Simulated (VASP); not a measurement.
A run of VASP 6.6.1 is set up as follows.

File INCAR:

```
SYSTEM = GaSb
PREC = Accurate
ENCUT = 500
EDIFF = 1E-6
ISMEAR = 0
SIGMA = 0.1
LREAL = .FALSE.
LASPH = .TRUE.
NELM = 120
ALGO = Normal
ISIF = 2
LWAVE = .FALSE.
LCHARG = .FALSE.
GGA = PS
NBANDS = 16
GGA_COMPAT = .FALSE.
```

The input KPOINTS:

```
Automatic mesh
0
G
  12 12 12
  0 0 0
```

Contents of POSCAR:

```
GaSb
1.0
    0.0000000000      3.0558829845      3.0558829845
    3.0558829845      0.0000000000      3.0558829845
    3.0558829845      3.0558829845      0.0000000000
Ga Sb
1 1
Direct
    0.0000000000      0.0000000000      0.0000000000
    0.2500000000      0.2500000000      0.2500000000
```

Potentials or basis: VASP PAW PBE potentials, release 64 (Ga_d, Sb).

Launch:

```sh
$ cat potpaw_PBE.64/Ga_d/POTCAR potpaw_PBE.64/Sb/POTCAR > POTCAR
$ mpirun -np 1 vasp_std > vasp.out
```

(1) Estimate the pressure.

(2) Predict the band gap on the k mesh.

Results:

(1) 0.1 GPa.

(2) 0.01 eV.

Caveat: the smearing spreads over this small gap; semilocal functionals underestimate gaps, and a narrow one can read as zero; the PAW data sets were made with another functional, which shifts forces and pressure a little; spin-orbit coupling is left out, which moves the levels of the heavy elements.
